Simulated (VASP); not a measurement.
Mg: single point with LDA

The system is Mg.

```
CELL_PARAMETERS angstrom
0.00000 1.96801 1.96801
1.96801 0.00000 1.96801
1.96801 1.96801 0.00000
ATOMIC_POSITIONS crystal
Mg 0.00000 0.00000 0.00000
```

This cell differs from its parent crystal: volume scaled by 0.7, core large.

```json
{
 "Program": "VASP 6.6.1",
 "Task": "single point",
 "Functional": "LDA",
 "Potentials or basis": "VASP PAW LDA potentials, release 64 (Mg)",
 "Cutoff": "520 eV",
 "k mesh": "16 × 16 × 16",
 "Occupations": "fermi-dirac, width 0.05 eV",
 "Spin": "no spin polarisation",
 "Dipole correction": "no",
 "Further INCAR settings": "ALGO = Normal; EDIFF = 1e-07; NBANDS = 7"
}
```

```
Pressure               : 27.7 GPa
Band gap on the k mesh : zero (band 1 reaches 6.71 eV, above the bottom of band 2 at 3.68 eV)
```

Levels at points of the mesh, in eV from the Fermi level:
```
           k point  band 1  band 2  band 3  band 4  band 5
(0.00, 0.00, 0.00)   -8.84   15.05   15.05   15.05   18.19
(0.50, 0.00, 0.00)   -2.36   -1.30   13.61   13.61   16.70
(0.50, 0.50, 0.00)   -0.26    0.92    6.84    9.41    9.41
```

Run time: 20 s on 1 thread of Intel Xeon 8259CL, on a shared host, peak memory 0.14 GiB.
